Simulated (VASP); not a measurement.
# NbTe4Mo in VASP: notebook

Runs on NbTe4Mo. Level: PBE. Tasks: single point.

All numbers are computed with VASP 6.6.1; they aren't measurements. Logs are shortened: lines on timing, memory, paths and dates and some standing lists are left out, and cuts for length are marked.

## (1) The cell of the first run

The cell holds a slab with vacuum, 6 atoms: a = 2.725 Å, b = 2.725 Å, c = 26.822 Å, α = 90.00°, β = 90.00°, γ = 120.00°.

## (2) Single point, PBE

The input, INCAR:

```
SYSTEM = NbTe4Mo
PREC     = Accurate       ! precision mode
ENCUT    = 520            ! plane-wave cutoff, eV
EDIFF    = 1E-6           ! SCF threshold, eV
ISMEAR   = 0              ! smearing method
SIGMA    = 0.1            ! smearing width, eV
LREAL    = .False.        ! projectors in reciprocal space
LASPH    = .True.         ! aspherical terms in the spheres
NELM     = 60             ! most SCF steps
ALGO     = Normal         ! electronic algorithm
ISIF     = 2              ! what is computed and relaxed
LWAVE    = .False.        ! write WAVECAR
LCHARG   = .True.         ! write CHGCAR
GGA      = PE             ! functional
LELF     = .True.         ! ELF
LVHAR    = .True.       
NBANDS   = 34             ! bands
```

The input, KPOINTS:

```
regular mesh
0
Gamma
  6 6 1
  0 0 0
```

The input, POSCAR:

```
NbTe4Mo
1.0
    2.7246194800      0.0000000000      0.0000000000
   -1.3623097400      2.3595896900      0.0000000000
    0.0000000000      0.0000000000     26.8220595700
Nb Te Mo
1 4 1
Direct
    0.0000000000      0.0000000000      0.0000000000
    0.3333333300      0.6666666700      0.4489277300
    0.3333333300      0.6666666700      0.9489277300
    0.3333333300      0.6666666700      0.0510722700
    0.3333333300      0.6666666700      0.5510722700
    0.0000000000      0.0000000000      0.5000000000
```

Potentials or basis: VASP PAW PBE potentials, release 64 (Nb_sv, Te, Mo_sv).

Run with:

```console
$ cat potpaw_PBE.64/Nb_sv/POTCAR potpaw_PBE.64/Te/POTCAR potpaw_PBE.64/Mo_sv/POTCAR > POTCAR
$ mpirun -np 1 vasp_std > vasp.out
```

OUTCAR:

```text
SYSTEM = NbTe4Mo
   PREC = Accurate
   ENCUT = 520
   EDIFF = 1E-6
   ISMEAR = 0
   LREAL = .False.
   LASPH = .True.
   NELM = 60
   ISIF = 2
   GGA = PE

 ion  position               nearest neighbor table
   1  0.000  0.000  0.000-   3 2.09   4 2.09   3 2.09   4 2.09   3 2.09   4 2.09
   2  0.333  0.667  0.449-   6 2.09   6 2.09   6 2.09   5 2.74   6 3.43   6 3.43   6 3.43
   3  0.333  0.667  0.949-   1 2.09   1 2.09   1 2.09   4 2.74
   4  0.333  0.667  0.051-   1 2.09   1 2.09   1 2.09   3 2.74
   5  0.333  0.667  0.551-   6 2.09   6 2.09   6 2.09   2 2.74   6 3.43   6 3.43   6 3.43
   6  0.000  0.000  0.500-   2 2.09   5 2.09   2 2.09   5 2.09   2 2.09   5 2.09   2 3.43   5 3.43
                             2 3.43   5 3.43   2 3.43   5 3.43

  LATTYP: Found a hexagonal cell.
 ALAT       =     2.7246194800
 C/A-ratio  =     9.8443323065

  Lattice vectors:

 A1 = (   2.7246194800,   0.0000000000,   0.0000000000)
 A2 = (  -1.3623097400,   2.3595896900,   0.0000000000)
 A3 = (   0.0000000000,   0.0000000000,  26.8220595700)

Analysis of symmetry for initial positions (statically):
=====================================================================
 Subroutine PRICEL returns:
 Original cell was already a primitive cell.

 Routine SETGRP: Setting up the symmetry group for a
 hexagonal supercell.

 Subroutine GETGRP returns: Found 12 space group operations
 (whereof 12 operations were pure point group operations)
 out of a pool of 24 trial point group operations.

The static configuration has the point symmetry D_3h.

Analysis of symmetry for dynamics (positions and initial velocities):
=====================================================================
 Subroutine PRICEL returns:
 Original cell was already a primitive cell.

 Routine SETGRP: Setting up the symmetry group for a
 hexagonal supercell.

 Subroutine GETGRP returns: Found 12 space group operations
 (whereof 12 operations were pure point group operations)
 out of a pool of 24 trial point group operations.

The dynamic configuration has the point symmetry D_3h.

 Subroutine INISYM returns: Found 12 space group operations
 (whereof 12 operations are pure point group operations),
 and found     1 'primitive' translations

----------------------------------------------------------------------------------------

                                     Primitive cell

  volume of cell :     172.4386

  direct lattice vectors                    reciprocal lattice vectors
     2.724619480  0.000000000  0.000000000     0.367023728  0.211901248  0.000000000
    -1.362309740  2.359589690  0.000000000     0.000000000  0.423802496  0.000000000
     0.000000000  0.000000000 26.822059570     0.000000000  0.000000000  0.037282745

  length of vectors
     2.724619480  2.724619484 26.822059570     0.423802497  0.423802496  0.037282745

  position of ions in fractional coordinates (direct lattice)
     0.000000000  0.000000000  0.000000000
     0.333333330  0.666666670  0.448927730
     0.333333330  0.666666670  0.948927730
     0.333333330  0.666666670  0.051072270
     0.333333330  0.666666670  0.551072270
     0.000000000  0.000000000  0.500000000

  ion indices of the primitive-cell ions
   primitive index   ion index
                 1           1
                 2           2
                 3           3
                 4           4
                 5           5
                 6           6

----------------------------------------------------------------------------------------

 KPOINTS: regular mesh

Automatic generation of k-mesh.
 Grid dimensions read from file:
 generate k-points for:    6    6    1

 Generating k-lattice:

  Cartesian coordinates                     Fractional coordinates (reciprocal lattice)
     0.061170621  0.035316875  0.000000000     0.166666667  0.000000000  0.000000000
     0.000000000  0.070633749  0.000000000     0.000000000  0.166666667  0.000000000
     0.000000000  0.000000000  0.037282745     0.000000000  0.000000000  1.000000000

  Length of vectors
     0.070633749  0.070633749  0.037282745

  Shift w.r.t. Gamma in fractional coordinates (k-lattice)
     0.000000000  0.000000000  0.000000000

 Subroutine IBZKPT returns following result:
 ===========================================

 Found      7 irreducible k-points:

 Following reciprocal coordinates:
            Coordinates               Weight
  0.000000  0.000000  0.000000      1.000000
  0.166667 -0.000000  0.000000      6.000000
  0.333333 -0.000000  0.000000      6.000000
  0.500000  0.000000  0.000000      3.000000
  0.166667  0.166667  0.000000      6.000000
  0.333333  0.166667  0.000000     12.000000
  0.333333  0.333333  0.000000      2.000000
   k-points           NKPTS =      7   k-points in BZ     NKDIM =      7   number of bands    NBANDS=     34
   number of dos      NEDOS =    301   number of ions     NIONS =      6
   total plane-waves  NPLWV =  80000
   dimension x,y,z NGX =    20 NGY =   20 NGZ =  200
   dimension x,y,z NGXF=    40 NGYF=   40 NGZF=  400
   ions per type =               1   4   1
   NGX,Y,Z   is equivalent  to a cutoff of  12.20, 12.20, 12.40 a.u.
   NGXF,Y,Z  is equivalent  to a cutoff of  24.41, 24.41, 24.79 a.u.
 SYSTEM =  NbTe4Mo
   PREC   = accura    normal or accurate (medium, high low for compatibility)
   ISTART =      0    job   : 0-new  1-cont  2-samecut
   ICHARG =      2    charge: 1-file 2-atom 10-const
   ISPIN  =      1    spin polarized calculation?
   LNONCOLLINEAR =      F non collinear calculations
   LSORBIT =      F    spin-orbit coupling
   LASPH  =      T    aspherical Exc in radial PAW
   ENCUT  =  520.0 eV  38.22 Ry    6.18 a.u.   5.07  5.07 49.87*2*pi/ulx,y,z
   NELM   =     60;   NELMIN=  2; NELMDL= -5     # of ELM steps
   EDIFF  = 0.1E-05   stopping-criterion for ELM
   LREAL  =      F    real-space projection
   EDIFFG = 0.1E-04   stopping-criterion for IOM
   NSW    =      0    number of steps for IOM
   IBRION =     -1    ionic relax: 0-MD 1-quasi-New 2-CG
   NFREE  =      0    steps in history (QN), initial steepest desc. (CG)
   ISIF   =      2    stress and relaxation
   ISYM   =      2    0-nonsym 1-usesym 2-fastsym
   POTIM  = 0.5000    time-step for ionic-motion
   TEBEG  =    0.0;   TEEND  =   0.0 temperature during run
   PSTRESS=    0.0 pullay stress
   NELECT =      51.0000    total number of electrons
   NUPDOWN=      -1.0000    fix difference up-down
   EMIN   =  10.00;   EMAX   =-10.00  energy-range for DOS
   EFERMI =   0.00;   METHOD = LEGACY
   ISMEAR =     0;   SIGMA  =   0.10  broadening in eV -4-tet -1-fermi 0-gaus
   EFERMI_NEDOS =   21; number of points for ismear=-14 and -15
   IALGO  =     38    algorithm
   IMIX   =      4    mixing-type and parameters
     AMIX     =   0.40;   BMIX     =  1.00
     AMIX_MAG =   1.60;   BMIX_MAG =  1.00
  volume/ion in A,a.u.               =      28.74       193.95
  Fermi-wavevector in a.u.,A,eV,Ry     =   1.090737  2.061194 16.186951  1.189707
  Thomas-Fermi vector in A             =   2.226968
   LORBIT       =      0    0 simple, 1 ext, 2 COOP (PROOUT), +10 PAW based schemes
   GGA     = PE    functional components
   LHFCALC =     F    Hartree Fock is set to
   AEXX    =    0.0000 exact exchange contribution
   IVDW    =     0    specifies the selected vdW correction
   LEPSILON=     F    determine dielectric tensor
   LRPA    =     F    only Hartree local field effects (RPA)
 non-spin polarized calculation
 Gauss-broadening in eV      SIGMA  =   0.10
  energy-cutoff  :      520.00
  volume of cell :      172.44
 maximum number of plane-waves:      4672
   NGX = 11   NGY = 11   NGZ = 99

 number of electron      51.0000006 magnetization

 Free energy of the ion-electron system (eV)
  ---------------------------------------------------
  ext. energy  EPLUGINS =         0.00000000
  ---------------------------------------------------
  free energy    TOTEN  =        23.95334755 eV

  energy without entropy =       23.97121827  energy(sigma->0) =       23.96228291

 E-fermi :   6.9154     XC(G=0):  -7.0736

 val. band max:        6.8513416987   @ k =   0.3333  -0.0000   0.0000
 cond. band min:       6.9532853986   @ k =   0.5000   0.0000   0.0000
 fundamental gap:      0.1019436999
 Fermi energy:         6.9153647127

 k-point     1 :       0.0000    0.0000    0.0000
  band No.  band energies     occupation
      1     -55.8070      2.00000
      2     -47.9153      2.00000
      3     -31.7354      2.00000
      4     -29.4909      2.00000
      5     -29.4909      2.00000
      6     -26.4465      2.00000
[... 26 lines left out ...]
     33      12.5684      0.00000
     34      13.0149      0.00000

 k-point     2 :       0.1667   -0.0000    0.0000
  band No.  band energies     occupation
      1     -55.6988      2.00000
      2     -47.7493      2.00000
      3     -31.5226      2.00000
      4     -30.1339      2.00000
      5     -29.6067      2.00000
      6     -26.1402      2.00000
[... 26 lines left out ...]
     33      12.2936      0.00000
     34      12.7383      0.00000

 k-point     3 :       0.3333   -0.0000    0.0000
  band No.  band energies     occupation
      1     -55.4758      2.00000
      2     -47.4011      2.00000
      3     -31.2886      2.00000
      4     -31.0724      2.00000
      5     -29.8320      2.00000
      6     -25.7563      2.00000
[... 26 lines left out ...]
     33      12.2578      0.00000
     34      12.7203      0.00000

 k-point     4 :       0.5000    0.0000    0.0000
  band No.  band energies     occupation
      1     -55.3610      2.00000
      2     -47.2179      2.00000
      3     -31.8175      2.00000
      4     -30.8334      2.00000
      5     -29.9418      2.00000
      6     -26.4853      2.00000
[... 26 lines left out ...]
     33      12.8664      0.00000
     34      13.3474      0.00000

 k-point     5 :       0.1667    0.1667    0.0000
  band No.  band energies     occupation
      1     -55.5326      2.00000
      2     -47.4907      2.00000
      3     -31.1886      2.00000
      4     -30.9075      2.00000
      5     -29.9001      2.00000
      6     -25.6463      2.00000
[... 26 lines left out ...]
     33      11.9788      0.00000
     34      12.2093      0.00000

 k-point     6 :       0.3333    0.1667    0.0000
  band No.  band energies     occupation
      1     -55.3616      2.00000
      2     -47.2195      2.00000
      3     -31.5588      2.00000
      4     -30.8349      2.00000
      5     -30.2609      2.00000
      6     -26.1360      2.00000
[... 26 lines left out ...]
     33      12.4301      0.00000
     34      13.2642      0.00000

 k-point     7 :       0.3333    0.3333    0.0000
  band No.  band energies     occupation
      1     -55.3041      2.00000
      2     -47.1276      2.00000
      3     -31.3957      2.00000
      4     -30.8011      2.00000
      5     -30.7136      2.00000
      6     -25.9341      2.00000
[... 26 lines left out ...]
     33      13.7335      0.00000
     34      13.9811      0.00000

------------------------ aborting loop because EDIFF is reached ----------------------------------------

  FORCE on cell =-STRESS in cart. coord.  units (eV):
  Direction    XX          YY          ZZ          XY          YZ          ZX
  --------------------------------------------------------------------------------------
  -------------------------------------------------------------------------------------
  Total      180.5807496    180.5807503    193.5808325      0.0000000      0.0000000      0.0000000
  in kB     1677.8284873   1677.8284939   1798.6160545      0.0000000      0.0000000      0.0000000
  external PRESSURE =    1718.0910119 kB  Pullay stress =       0.0000000 kB

 VOLUME and BASIS-vectors are now :
 -----------------------------------------------------------------------------
  energy-cutoff  :      520.00
  volume of cell :      172.44
      direct lattice vectors                 reciprocal lattice vectors
     2.724619480  0.000000000  0.000000000     0.367023728  0.211901248  0.000000000
    -1.362309740  2.359589690  0.000000000     0.000000000  0.423802496  0.000000000
     0.000000000  0.000000000 26.822059570     0.000000000  0.000000000  0.037282745

 POSITION                                       TOTAL-FORCE (eV/Angst)
 -----------------------------------------------------------------------------------
      0.00000      0.00000      0.00000         0.000000     -0.000000      0.000000
     -0.00000      1.57306     12.04117         0.000000     -0.000000    -35.519784
     -0.00000      1.57306     25.45220        -0.000000     -0.000000    -35.175433
     -0.00000      1.57306      1.36986        -0.000000     -0.000000     35.175433
     -0.00000      1.57306     14.78089         0.000000     -0.000000     35.519784
      0.00000      0.00000     13.41103        -0.000000      0.000000      0.000000
 -----------------------------------------------------------------------------------
    total drift:                                0.000006     -0.000003      0.000000

  FREE ENERGIE OF THE ION-ELECTRON SYSTEM (eV)
  ---------------------------------------------------
  free  energy   TOTEN  =        23.9533475518 eV

  energy  without entropy=       23.9712182728  energy(sigma->0) =       23.96228291
```

It took 78 s on 1 thread of Intel Xeon 6975P-C (Granite Rapids), shared host; peak memory 0.29 GiB.

Results:

```
Free energy   : 23.9533 eV
Largest force : 35.520 eV/Å
```

Forces on the atoms (eV/Å):
```
Nb    0.000   0.000   0.000
Te    0.000   0.000 -35.520
Te    0.000   0.000 -35.175
Te    0.000   0.000  35.175
Te    0.000   0.000  35.520
Mo    0.000   0.000   0.000
```

Levels at points of the mesh, in eV from the Fermi level:
```
           k point  band 22  band 23  band 24  band 25  band 26  band 27  band 28  band 29  band 30  band 31
(0.00, 0.00, 0.00)    -4.01    -2.40    -2.23    -1.09    -1.09     2.96     2.98     3.68     3.73     4.06
(0.50, 0.00, 0.00)    -2.38    -2.20     0.04     0.06     0.50     0.97     2.02     3.37     3.46     4.06
```

Caveat: the k points lie up to 0.44 Å⁻¹ apart; spin-orbit coupling is left out, which moves the levels of the heavy elements.

[end of part 1 of 2]
